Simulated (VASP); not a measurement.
# ScCd (Pm-3m) in VASP: single point with LDA

Aim: the single point of ScCd with LDA.

All numbers are computed with VASP 6.6.1; they aren't measurements. Logs are shortened: lines on timing, memory, paths and dates and some standing lists are left out, and cuts for length are marked.

## Step 1: The cell of the first run

It takes space group Pm-3m (No. 221, cubic). Conventional cell: a = 3.526 Å, b = 3.526 Å, c = 3.526 Å, α = 90.00°, β = 90.00°, γ = 90.00°. Within 4.0 Å of Sc (site symmetry m-3m) lie 8 Cd at 3.05 Å and 6 Sc at 3.53 Å. Within 4.0 Å of Cd (site symmetry m-3m) lie 8 Sc at 3.05 Å and 6 Cd at 3.53 Å.

## Step 2: Single point, LDA

File INCAR:

```
PREC = Accurate ; ENCUT = 500
EDIFF = 1E-6 ; ISMEAR = -1
SIGMA = 0.0544 ; LREAL = F
LASPH = T ; NELM = 120
ALGO = Normal ; ISIF = 2
LWAVE = F ; LCHARG = F
GGA = CA ; NBANDS = 18
GGA_COMPAT = F
```

File KPOINTS:

```
regular mesh
0
Gamma
  8 8 8
```

File POSCAR:

```
ScCd
1.0
    3.5262555900      0.0000000000      0.0000000000
    0.0000000000      3.5262555900      0.0000000000
    0.0000000000      0.0000000000      3.5262555900
Sc Cd
1 1
Direct
    0.5000000000      0.5000000000      0.5000000000
    0.0000000000      0.0000000000      0.0000000000
```

Potentials or basis: VASP PAW LDA potentials, release 64 (Sc_sv, Cd).

Command:

```
$ cat potpaw_LDA.64/Sc_sv/POTCAR potpaw_LDA.64/Cd/POTCAR > POTCAR
$ mpirun -np 1 vasp_std > vasp.out
```

OUTCAR:

```text
PREC = Accurate
   ENCUT = 500
   EDIFF = 1E-6
   ISMEAR = -1
   LREAL = F
   LASPH = T
   NELM = 120
   ISIF = 2
   GGA = CA

 ion  position               nearest neighbor table
   1  0.500  0.500  0.500-   2 3.05   2 3.05   2 3.05   2 3.05   2 3.05   2 3.05   2 3.05   2 3.05

   2  0.000  0.000  0.000-   1 3.05   1 3.05   1 3.05   1 3.05   1 3.05   1 3.05   1 3.05   1 3.05

  LATTYP: Found a simple cubic cell.
 ALAT       =     3.5262555900

  Lattice vectors:

 A1 = (   3.5262555900,   0.0000000000,   0.0000000000)
 A2 = (   0.0000000000,   3.5262555900,   0.0000000000)
 A3 = (   0.0000000000,   0.0000000000,   3.5262555900)

Analysis of symmetry for initial positions (statically):
=====================================================================
 Subroutine PRICEL returns:
 Original cell was already a primitive cell.

 Routine SETGRP: Setting up the symmetry group for a
 simple cubic supercell.

 Subroutine GETGRP returns: Found 48 space group operations
 (whereof 48 operations were pure point group operations)
 out of a pool of 48 trial point group operations.

The static configuration has the point symmetry O_h .

Analysis of symmetry for dynamics (positions and initial velocities):
=====================================================================
 Subroutine PRICEL returns:
 Original cell was already a primitive cell.

 Routine SETGRP: Setting up the symmetry group for a
 simple cubic supercell.

 Subroutine GETGRP returns: Found 48 space group operations
 (whereof 48 operations were pure point group operations)
 out of a pool of 48 trial point group operations.

The dynamic configuration has the point symmetry O_h .

 Subroutine INISYM returns: Found 48 space group operations
 (whereof 48 operations are pure point group operations),
 and found     1 'primitive' translations

----------------------------------------------------------------------------------------

                                     Primitive cell

  volume of cell :      43.8471

  direct lattice vectors                    reciprocal lattice vectors
     3.526255590  0.000000000  0.000000000     0.283586931  0.000000000  0.000000000
     0.000000000  3.526255590  0.000000000     0.000000000  0.283586931  0.000000000
     0.000000000  0.000000000  3.526255590     0.000000000  0.000000000  0.283586931

  length of vectors
     3.526255590  3.526255590  3.526255590     0.283586931  0.283586931  0.283586931

  position of ions in fractional coordinates (direct lattice)
     0.500000000  0.500000000  0.500000000
     0.000000000  0.000000000  0.000000000

  ion indices of the primitive-cell ions
   primitive index   ion index
                 1           1
                 2           2

----------------------------------------------------------------------------------------

 KPOINTS: regular mesh

Automatic generation of k-mesh.
 Grid dimensions read from file:
 generate k-points for:    8    8    8

 Generating k-lattice:

  Cartesian coordinates                     Fractional coordinates (reciprocal lattice)
     0.035448366  0.000000000  0.000000000     0.125000000  0.000000000  0.000000000
     0.000000000  0.035448366  0.000000000     0.000000000  0.125000000  0.000000000
     0.000000000  0.000000000  0.035448366     0.000000000  0.000000000  0.125000000

  Length of vectors
     0.035448366  0.035448366  0.035448366

  Shift w.r.t. Gamma in fractional coordinates (k-lattice)
     0.000000000  0.000000000  0.000000000

 Subroutine IBZKPT returns following result:
 ===========================================

 Found     35 irreducible k-points:

 Following reciprocal coordinates:
            Coordinates               Weight
  0.000000  0.000000  0.000000      1.000000
  0.125000  0.000000  0.000000      6.000000
  0.250000  0.000000  0.000000      6.000000
  0.375000  0.000000  0.000000      6.000000
  0.500000  0.000000  0.000000      3.000000
  0.125000  0.125000  0.000000     12.000000
[... 16 lines left out ...]
  0.375000  0.375000  0.125000     24.000000
  0.500000  0.375000  0.125000     24.000000
 [... further k-points ...]
   k-points           NKPTS =     35   k-points in BZ     NKDIM =     35   number of bands    NBANDS=     18
   number of dos      NEDOS =    301   number of ions     NIONS =      2
   total plane-waves  NPLWV =  21952
   dimension x,y,z NGX =    28 NGY =   28 NGZ =   28
   dimension x,y,z NGXF=    56 NGYF=   56 NGZF=   56
   ions per type =               1   1
   NGX,Y,Z   is equivalent  to a cutoff of  13.20, 13.20, 13.20 a.u.
   NGXF,Y,Z  is equivalent  to a cutoff of  26.40, 26.40, 26.40 a.u.
 SYSTEM =  unknown system
   PREC   = accura    normal or accurate (medium, high low for compatibility)
   ISTART =      0    job   : 0-new  1-cont  2-samecut
   ICHARG =      2    charge: 1-file 2-atom 10-const
   ISPIN  =      1    spin polarized calculation?
   LNONCOLLINEAR =      F non collinear calculations
   LSORBIT =      F    spin-orbit coupling
   LASPH  =      T    aspherical Exc in radial PAW
   ENCUT  =  500.0 eV  36.75 Ry    6.06 a.u.   6.43  6.43  6.43*2*pi/ulx,y,z
   NELM   =    120;   NELMIN=  2; NELMDL= -5     # of ELM steps
   EDIFF  = 0.1E-05   stopping-criterion for ELM
   LREAL  =      F    real-space projection
   EDIFFG = 0.1E-04   stopping-criterion for IOM
   NSW    =      0    number of steps for IOM
   IBRION =     -1    ionic relax: 0-MD 1-quasi-New 2-CG
   NFREE  =      0    steps in history (QN), initial steepest desc. (CG)
   ISIF   =      2    stress and relaxation
   ISYM   =      2    0-nonsym 1-usesym 2-fastsym
   POTIM  = 0.5000    time-step for ionic-motion
   TEBEG  =    0.0;   TEEND  =   0.0 temperature during run
   PSTRESS=    0.0 pullay stress
   NELECT =      23.0000    total number of electrons
   NUPDOWN=      -1.0000    fix difference up-down
   EMIN   =  10.00;   EMAX   =-10.00  energy-range for DOS
   EFERMI =   0.00;   METHOD = LEGACY
   ISMEAR =    -1;   SIGMA  =   0.05  broadening in eV -4-tet -1-fermi 0-gaus
   EFERMI_NEDOS =   21; number of points for ismear=-14 and -15
   IALGO  =     38    algorithm
   IMIX   =      4    mixing-type and parameters
     AMIX     =   0.40;   BMIX     =  1.00
     AMIX_MAG =   1.60;   BMIX_MAG =  1.00
  volume/ion in A,a.u.               =      21.92       147.95
  Fermi-wavevector in a.u.,A,eV,Ry     =   1.320293  2.494992 23.717317  1.743174
  Thomas-Fermi vector in A             =   2.450130
   LORBIT       =      0    0 simple, 1 ext, 2 COOP (PROOUT), +10 PAW based schemes
   GGA     = CA    functional components
   LHFCALC =     F    Hartree Fock is set to
   AEXX    =    0.0000 exact exchange contribution
   IVDW    =     0    specifies the selected vdW correction
   LEPSILON=     F    determine dielectric tensor
   LRPA    =     F    only Hartree local field effects (RPA)
 non-spin polarized calculation
  energy-cutoff  :      500.00
  volume of cell :       43.85
 maximum number of plane-waves:      1141
 NGX is ok and might be reduce to    28
   NGX = 13   NGY = 13   NGZ = 13

 number of electron      23.0000006 magnetization

 Free energy of the ion-electron system (eV)
  ---------------------------------------------------
  ext. energy  EPLUGINS =         0.00000000
  ---------------------------------------------------
  free energy    TOTEN  =        -8.91186357 eV

  energy without entropy =       -8.88975482  energy(sigma->0) =       -8.90080919

 E-fermi :   3.4207     XC(G=0): -10.9723

 val. band max:        3.2225984019   @ k =   0.2500   0.2500   0.2500
 cond. band min:       3.4385608721   @ k =   0.3750   0.2500   0.1250
 fundamental gap:      0.2159624701
 Fermi energy:         3.4207321240

 k-point     1 :       0.0000    0.0000    0.0000
  band No.  band energies     occupation
      1     -45.9785      2.00000
      2     -24.8923      2.00000
      3     -24.8923      2.00000
      4     -24.8923      2.00000
      5      -5.3989      2.00000
      6      -5.3989      2.00000
[... 10 lines left out ...]
     17       8.3635      0.00000
     18       8.3635      0.00000

 k-point     2 :       0.1250    0.0000    0.0000
  band No.  band energies     occupation
      1     -45.9773      2.00000
      2     -24.9084      2.00000
      3     -24.8911      2.00000
      4     -24.8911      2.00000
      5      -5.3857      2.00000
      6      -5.3442      2.00000
[... 10 lines left out ...]
     17       8.9410      0.00000
     18       8.9410      0.00000

 k-point     3 :       0.2500    0.0000    0.0000
  band No.  band energies     occupation
      1     -45.9744      2.00000
      2     -24.9471      2.00000
      3     -24.8883      2.00000
      4     -24.8883      2.00000
      5      -5.3537      2.00000
      6      -5.2190      2.00000
[... 10 lines left out ...]
     17      10.2242      0.00000
     18      10.2242      0.00000

 k-point     4 :       0.3750    0.0000    0.0000
  band No.  band energies     occupation
      1     -45.9715      2.00000
      2     -24.9854      2.00000
      3     -24.8855      2.00000
      4     -24.8855      2.00000
      5      -5.3214      2.00000
      6      -5.1010      2.00000
[... 10 lines left out ...]
     17      11.8401      0.00000
     18      11.8401      0.00000

 k-point     5 :       0.5000    0.0000    0.0000
  band No.  band energies     occupation
      1     -45.9703      2.00000
      2     -25.0013      2.00000
      3     -24.8844      2.00000
      4     -24.8844      2.00000
      5      -5.3079      2.00000
      6      -5.0904      2.00000
[... 10 lines left out ...]
     17      13.3358      0.00000
     18      13.3591      0.00000

 k-point     6 :       0.1250    0.1250    0.0000
  band No.  band energies     occupation
      1     -45.9761      2.00000
      2     -24.9081      2.00000
      3     -24.9060      2.00000
      4     -24.8899      2.00000
      5      -5.3546      2.00000
      6      -5.3073      2.00000
[... 307 lines left out ...]
 k-point    21 :       0.3750    0.2500    0.1250
  band No.  band energies     occupation
      1     -45.9664      2.00000
      2     -24.9763      2.00000
      3     -24.9353      2.00000
      4     -24.8955      2.00000
      5      -5.2406      2.00000
      6      -5.1792      2.00000
[... 10 lines left out ...]
     17       8.6248      0.00000
     18      10.7898      0.00000

 k-point    22 :       0.5000    0.2500    0.1250
  band No.  band energies     occupation
      1     -45.9653      2.00000
      2     -24.9914      2.00000
      3     -24.9336      2.00000
      4     -24.8941      2.00000
      5      -5.2725      2.00000
      6      -5.1698      2.00000
[... 10 lines left out ...]
     17       9.2250      0.00000
     18      10.4738      0.00000

 k-point    23 :       0.3750    0.3750    0.1250
  band No.  band energies     occupation
      1     -45.9636      2.00000
      2     -24.9722      2.00000
      3     -24.9704      2.00000
      4     -24.8920      2.00000
      5      -5.3349      2.00000
      6      -5.1503      2.00000
[... 10 lines left out ...]
     17       7.9953      0.00000
     18       9.8046      0.00000

 k-point    24 :       0.5000    0.3750    0.1250
  band No.  band energies     occupation
      1     -45.9625      2.00000
      2     -24.9861      2.00000
      3     -24.9692      2.00000
      4     -24.8905      2.00000
      5      -5.3725      2.00000
      6      -5.1604      2.00000
[... 10 lines left out ...]
     17       8.1401      0.00000
     18       8.9842      0.00000

 [... further k-points ...]
[... 5 lines left out ...]
  --------------------------------------------------------------------------------------
  -------------------------------------------------------------------------------------
  Total       -1.4112699     -1.4112699     -1.4112699      0.0000000      0.0000000     -0.0000000
  in kB      -51.5678841    -51.5678841    -51.5678841      0.0000000      0.0000000     -0.0000000
  external PRESSURE =     -51.5678841 kB  Pullay stress =       0.0000000 kB

 VOLUME and BASIS-vectors are now :
 -----------------------------------------------------------------------------
  energy-cutoff  :      500.00
  volume of cell :       43.85
      direct lattice vectors                 reciprocal lattice vectors
     3.526255590  0.000000000  0.000000000     0.283586931  0.000000000  0.000000000
     0.000000000  3.526255590  0.000000000     0.000000000  0.283586931  0.000000000
     0.000000000  0.000000000  3.526255590     0.000000000  0.000000000  0.283586931

 POSITION                                       TOTAL-FORCE (eV/Angst)
 -----------------------------------------------------------------------------------
      1.76313      1.76313      1.76313         0.000000      0.000000      0.000000
      0.00000      0.00000      0.00000         0.000000      0.000000      0.000000
 -----------------------------------------------------------------------------------
    total drift:                                0.000000      0.000000      0.000000

  FREE ENERGIE OF THE ION-ELECTRON SYSTEM (eV)
  ---------------------------------------------------
  free  energy   TOTEN  =        -8.9118635732 eV

  energy  without entropy=       -8.8897548167  energy(sigma->0) =       -8.90080919
```

Wall time 39 s (1 thread of Intel Xeon 8259CL, shared host); peak memory 0.15 GiB.

What came out:

| Item | Value |
| --- | --- |
| Free energy | -8.9119 eV |
| Pressure | -5.2 GPa |
